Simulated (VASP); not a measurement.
# NaScTe2 (Cmmm) in VASP: notebook, part 2 of 2

VASP 6.6.1. The steps go on from the part before.

### 3 Relaxation of cell and atoms, PBE

The input, INCAR:

```
  PREC = Accurate
  ENCUT = 600
  EDIFF = 1E-6
  ISMEAR = 0
  SIGMA = 0.1
  LREAL = False
  LASPH = True
  NELM = 100
  ALGO = Normal
  ISIF = 3
  LWAVE = False
  LCHARG = False
  GGA = PE
  IBRION = 2
  NSW = 90
  EDIFFG = -0.04
```

The input, KPOINTS:

```
Automatic mesh
0
Gamma
  4 4 2
```

The input, POSCAR:

```
NaScTe2
1.0
    2.6847738200     -2.9041779800      0.0000000000
    2.6847738200      2.9041779800      0.0000000000
    0.0000000000      0.0000000000      9.5045426400
Na Sc Te
1 1 2
Direct
    0.0000000000      0.0000000000      0.0000000000
    0.5000000000      0.5000000000      0.0000000000
    0.5000000000      0.5000000000      0.2322008500
    0.5000000000      0.5000000000      0.7677991500
```

Potentials or basis: VASP PAW PBE potentials, release 64 (Na_pv, Sc_sv, Te).

The run is started by

```sh
> cat potpaw_PBE.64/Na_pv/POTCAR potpaw_PBE.64/Sc_sv/POTCAR potpaw_PBE.64/Te/POTCAR > POTCAR
> mpirun -np 1 vasp_std > vasp.out
```

OUTCAR:

```text
PREC = Accurate
   ENCUT = 600
   EDIFF = 1E-6
   ISMEAR = 0
   LREAL = False
   LASPH = True
   NELM = 100
   ISIF = 3
   GGA = PE
   IBRION = 2
   NSW = 90
   EDIFFG = -0.04

 ion  position               nearest neighbor table
   1  0.000  0.000  0.000-   2 2.68   2 2.68   2 2.90   2 2.90
   2  0.500  0.500  0.000-   3 2.21   4 2.21   1 2.68   1 2.68   1 2.90   1 2.90
   3  0.500  0.500  0.232-   2 2.21
   4  0.500  0.500  0.768-   2 2.21

  LATTYP: Found a base centered orthorhombic cell.
 ALAT       =     5.3695476400
 B/A-ratio  =     1.0817216550
 C/A-ratio  =     1.7700825614

  Lattice vectors:

 A1 = (   2.6847738200,  -2.9041779800,   0.0000000000)
 A2 = (   2.6847738200,   2.9041779800,   0.0000000000)
 A3 = (   0.0000000000,   0.0000000000,   9.5045426400)

Analysis of symmetry for initial positions (statically):
=====================================================================
 Subroutine PRICEL returns:
 Original cell was already a primitive cell.

 Routine SETGRP: Setting up the symmetry group for a
 base centered orthorhombic supercell.

 Subroutine GETGRP returns: Found  8 space group operations
 (whereof  8 operations were pure point group operations)
 out of a pool of  8 trial point group operations.

The static configuration has the point symmetry D_2h.

Analysis of symmetry for dynamics (positions and initial velocities):
=====================================================================
 Subroutine PRICEL returns:
 Original cell was already a primitive cell.

 Routine SETGRP: Setting up the symmetry group for a
 base centered orthorhombic supercell.

 Subroutine GETGRP returns: Found  8 space group operations
 (whereof  8 operations were pure point group operations)
 out of a pool of  8 trial point group operations.

The dynamic configuration has the point symmetry D_2h.

 Subroutine INISYM returns: Found  8 space group operations
 (whereof  8 operations are pure point group operations),
 and found     1 'primitive' translations

----------------------------------------------------------------------------------------

                                     Primitive cell

  volume of cell :     148.2150

  direct lattice vectors                    reciprocal lattice vectors
     2.684773820 -2.904177980  0.000000000     0.186235427 -0.172165757  0.000000000
     2.684773820  2.904177980  0.000000000     0.186235427  0.172165757  0.000000000
     0.000000000  0.000000000  9.504542640     0.000000000  0.000000000  0.105212848

  length of vectors
     3.955029735  3.955029735  9.504542640     0.253623111  0.253623111  0.105212848

  position of ions in fractional coordinates (direct lattice)
     0.000000000  0.000000000  0.000000000
     0.500000000  0.500000000  0.000000000
     0.500000000  0.500000000  0.232200850
     0.500000000  0.500000000  0.767799150

  ion indices of the primitive-cell ions
   primitive index   ion index
                 1           1
                 2           2
                 3           3
                 4           4

----------------------------------------------------------------------------------------

 KPOINTS: Automatic mesh

Automatic generation of k-mesh.
 Grid dimensions read from file:
 generate k-points for:    4    4    2

[... 40 lines left out ...]
   NGX,Y,Z   is equivalent  to a cutoff of  13.45, 13.45, 13.99 a.u.
   NGXF,Y,Z  is equivalent  to a cutoff of  26.90, 26.90, 27.99 a.u.
 SYSTEM =  unknown system
   PREC   = accura    normal or accurate (medium, high low for compatibility)
   ISTART =      0    job   : 0-new  1-cont  2-samecut
   ICHARG =      2    charge: 1-file 2-atom 10-const
   ISPIN  =      1    spin polarized calculation?
   LNONCOLLINEAR =      F non collinear calculations
   LSORBIT =      F    spin-orbit coupling
   LASPH  =      T    aspherical Exc in radial PAW
   ENCUT  =  600.0 eV  44.10 Ry    6.64 a.u.   7.90  7.90 18.98*2*pi/ulx,y,z
   NELM   =    100;   NELMIN=  2; NELMDL= -5     # of ELM steps
   EDIFF  = 0.1E-05   stopping-criterion for ELM
   LREAL  =      F    real-space projection
   EDIFFG = -.4E-01   stopping-criterion for IOM
   NSW    =     90    number of steps for IOM
   IBRION =      2    ionic relax: 0-MD 1-quasi-New 2-CG
   NFREE  =      1    steps in history (QN), initial steepest desc. (CG)
   ISIF   =      3    stress and relaxation
   ISYM   =      2    0-nonsym 1-usesym 2-fastsym
   POTIM  = 0.5000    time-step for ionic-motion
   TEBEG  =    0.0;   TEEND  =   0.0 temperature during run
   PSTRESS=    0.0 pullay stress
   NELECT =      30.0000    total number of electrons
   NUPDOWN=      -1.0000    fix difference up-down
   EMIN   =  10.00;   EMAX   =-10.00  energy-range for DOS
   EFERMI =   0.00;   METHOD = LEGACY
   ISMEAR =     0;   SIGMA  =   0.10  broadening in eV -4-tet -1-fermi 0-gaus
   EFERMI_NEDOS =   21; number of points for ismear=-14 and -15
   IALGO  =     38    algorithm
   IMIX   =      4    mixing-type and parameters
     AMIX     =   0.40;   BMIX     =  1.00
     AMIX_MAG =   1.60;   BMIX_MAG =  1.00
  volume/ion in A,a.u.               =      37.05       250.05
  Fermi-wavevector in a.u.,A,eV,Ry     =   0.961209  1.816422 12.570734  0.923923
  Thomas-Fermi vector in A             =   2.090561
   LORBIT       =      0    0 simple, 1 ext, 2 COOP (PROOUT), +10 PAW based schemes
   GGA     = PE    functional components
   LHFCALC =     F    Hartree Fock is set to
   AEXX    =    0.0000 exact exchange contribution
   IVDW    =     0    specifies the selected vdW correction
   LEPSILON=     F    determine dielectric tensor
   LRPA    =     F    only Hartree local field effects (RPA)
 conjugate gradient relaxation of ions
 non-spin polarized calculation
 Gauss-broadening in eV      SIGMA  =   0.10
  energy-cutoff  :      600.00
  volume of cell :      148.21
 maximum number of plane-waves:      5012
   NGX = 15   NGY = 15   NGZ = 37

--------------------------------------- Ionic step        1  -------------------------------------------

 number of electron      29.9999996 magnetization

 Free energy of the ion-electron system (eV)
  ---------------------------------------------------
  ext. energy  EPLUGINS =         0.00000000
  ---------------------------------------------------
  free energy    TOTEN  =        -9.46200683 eV

  energy without entropy =       -9.43998419  energy(sigma->0) =       -9.45099551

------------------------ aborting loop because EDIFF is reached ----------------------------------------

  FORCE on cell =-STRESS in cart. coord.  units (eV):
  Direction    XX          YY          ZZ          XY          YZ          ZX
  --------------------------------------------------------------------------------------
  -------------------------------------------------------------------------------------
  Total        5.6341013      2.8583732     37.3624782     -0.0000000      0.0000000      0.0000000
  in kB       60.9036167     30.8984978    403.8816343     -0.0000000      0.0000000      0.0000000
  external PRESSURE =     165.2279163 kB  Pullay stress =       0.0000000 kB
[... 95 lines left out ...]
  FREE ENERGIE OF THE ION-ELECTRON SYSTEM (eV)
  ---------------------------------------------------
  free  energy   TOTEN  =       -10.4240406016 eV

  energy  without entropy=      -10.4057864688  energy(sigma->0) =      -10.41491354

 E-fermi :   0.8303     XC(G=0):  -6.8847

 val. band max:        0.7698442307   @ k =   0.5000   0.0000   0.0000
 cond. band min:       0.8942653090   @ k =   0.0000   0.0000   0.0000
 fundamental gap:      0.1244210784
 Fermi energy:         0.8302816057

 k-point     1 :       0.0000    0.0000    0.0000
  band No.  band energies     occupation
      1     -48.8349      2.00000
      2     -27.7078      2.00000
      3     -27.6638      2.00000
      4     -27.1895      2.00000
      5     -24.2140      2.00000
      6     -24.1786      2.00000
[... 285 lines left out ...]
      6     -24.1816      2.00000
[... 11 lines left out ...]
     18       2.6556      0.00000
     19       2.7890      0.00000

[... ionic steps 4 to 14 ...]

--------------------------------------- Ionic step       15  -------------------------------------------

 number of electron      29.9999997 magnetization

------------------------ aborting loop because EDIFF is reached ----------------------------------------
[... 71 lines left out ...]
--------------------------------------- Ionic step       17  -------------------------------------------

 number of electron      29.9999986 magnetization

 Free energy of the ion-electron system (eV)
  ---------------------------------------------------
  ext. energy  EPLUGINS =         0.00000000
  ---------------------------------------------------
  free energy    TOTEN  =       -12.94457755 eV

  energy without entropy =      -12.92003807  energy(sigma->0) =      -12.93230781

 E-fermi :  -0.5503     XC(G=0):  -6.0983

 val. band max:       -0.5814008382   @ k =   0.0000   0.0000   0.5000
 cond. band min:      -0.5168540869   @ k =   0.5000   0.0000   0.0000
 fundamental gap:      0.0645467513
 Fermi energy:        -0.5502902988

 k-point     1 :       0.0000    0.0000    0.0000
  band No.  band energies     occupation
      1     -50.3700      2.00000
      2     -29.2130      2.00000
      3     -29.2116      2.00000
      4     -28.6433      2.00000
      5     -25.3885      2.00000
      6     -25.3877      2.00000
[... 328 lines left out ...]
  FREE ENERGIE OF THE ION-ELECTRON SYSTEM (eV)
  ---------------------------------------------------
  free  energy   TOTEN  =       -12.9445775509 eV

  energy  without entropy=      -12.9200380657  energy(sigma->0) =      -12.93230781

 reached required accuracy - stopping structural energy minimisation
```

OSZICAR:

```text
N       E                     dE             d eps       ncg     rms          rms(c)
DAV:   1     0.351514285321E+03    0.35151E+03   -0.14662E+04   532   0.155E+03
DAV:   2     0.208825552045E+02   -0.33063E+03   -0.32620E+03   564   0.452E+02
DAV:   3    -0.861620526898E+01   -0.29499E+02   -0.27311E+02   818   0.137E+02
[... 221 lines left out ...]
DAV:   4    -0.129447535908E+02    0.30109E-02   -0.99433E-03   931   0.957E-01    0.116E-01
DAV:   5    -0.129446256260E+02    0.12796E-03   -0.26670E-04   749   0.123E-01    0.630E-02
DAV:   6    -0.129445790866E+02    0.46539E-04   -0.88056E-05   755   0.826E-02    0.174E-02
DAV:   7    -0.129445774915E+02    0.15951E-05   -0.75551E-06   766   0.262E-02    0.741E-03
DAV:   8    -0.129445775509E+02   -0.59428E-07   -0.12622E-06   363   0.117E-02
  17 F= -.12944578E+02 E0= -.12932308E+02  d E =-.506697E-02
```

It took 12 min on 1 thread of Intel Xeon Platinum 8488C (Sapphire Rapids), shared host; peak memory 0.32 GiB.

What came out:

```yaml
Free_energy: -12.9446 eV
Relaxed_volume: 56.12 Å³/atom
Relaxed_cell: a = 4.640 Å, b = 4.640 Å, c = 10.427 Å, α = 90.00°, β = 90.00°, γ = 90.13°
Space_group_after_relaxing_to_0.05_Å: P4/mmm (No. 123)
Energy_gained_by_relaxing: 870.6 meV/atom
Ionic_steps: 17
Pressure_after_relaxing: 0.0 GPa
Largest_force_after_relaxing: 0.029 eV/Å
Band_gap_on_the_k_mesh: zero (band 15 reaches -0.50 eV, above the bottom of band 16 at -0.60 eV)
```

Forces in eV/Å, atoms in the order of the input:
```
Na   0.000  0.000  0.000
Sc   0.000  0.000  0.000
Te   0.000  0.000  0.029
Te   0.000  0.000 -0.029
```

The path:
```csv
step,energy change (eV),largest force (eV/Å),pressure (GPa),volume (Å³)
1,0.0000,8.5368,16.52,148.21
2,0.0793,1.4235,-3.01,237.53
3,-0.9620,1.7322,-3.21,218.05
4,-1.9005,1.6264,-2.89,201.77
5,-2.9947,0.5841,0.29,174.29
6,-3.0177,0.3817,2.71,165.73
7,-3.0433,0.2034,1.37,169.84
8,-3.0448,0.1156,1.59,169.09
9,-3.0445,0.0617,1.72,168.66
10,-3.2261,0.1596,1.14,178.52
11,-3.4587,0.0562,0.17,209.30
12,-3.4657,0.0410,0.10,214.42
13,-3.4677,0.0293,0.06,218.37
14,-3.4759,0.0969,0.19,219.97
15,-3.4775,0.1962,0.29,221.16
16,-3.4809,0.1167,0.18,222.70
17,-3.4826,0.0286,0.05,224.47
```

Final structure:
```
Na Sc Te
1.0
     3.27713   -3.28440    0.00000
     3.27713    3.28440    0.00000
     0.00000    0.00000   10.42743
Na Sc Te
1 1 2
Direct
  0.00000 0.00000 0.00000
  0.50000 0.50000 0.00000
  0.50000 0.50000 0.25055
  0.50000 0.50000 0.74945
```

Levels at points of the mesh, in eV from the Fermi level:
| k point | band 12 | band 13 | band 14 | band 15 | band 16 | band 17 | band 18 | band 19 |
| --- | --- | --- | --- | --- | --- | --- | --- | --- |
| (0.00, 0.00, 0.00) | -0.65 | -0.48 | -0.48 | -0.05 | -0.05 | 0.59 | 1.45 | 2.58 |
| (0.50, 0.00, 0.00) | -1.66 | -0.41 | -0.35 | 0.03 | 0.14 | 1.14 | 1.30 | 2.02 |
| (0.50, 0.50, 0.00) | -1.40 | -1.34 | -1.33 | -0.20 | 0.20 | 2.21 | 2.21 | 2.26 |
| (0.00, 0.00, 0.50) | -0.68 | -0.50 | -0.49 | -0.03 | -0.03 | 0.59 | 1.45 | 2.56 |
| (0.50, 0.00, 0.50) | -1.68 | -0.65 | -0.36 | 0.05 | 0.16 | 1.14 | 1.36 | 2.05 |
| (0.50, 0.50, 0.50) | -1.43 | -1.31 | -1.31 | -0.42 | 0.20 | 2.16 | 2.16 | 2.31 |

Caveat: the k points lie up to 0.34 Å⁻¹ apart in the final cell; the volume moved by over 15 % at a fixed basis, so the end points are rough; spin-orbit coupling is left out, which moves the levels of the heavy elements.
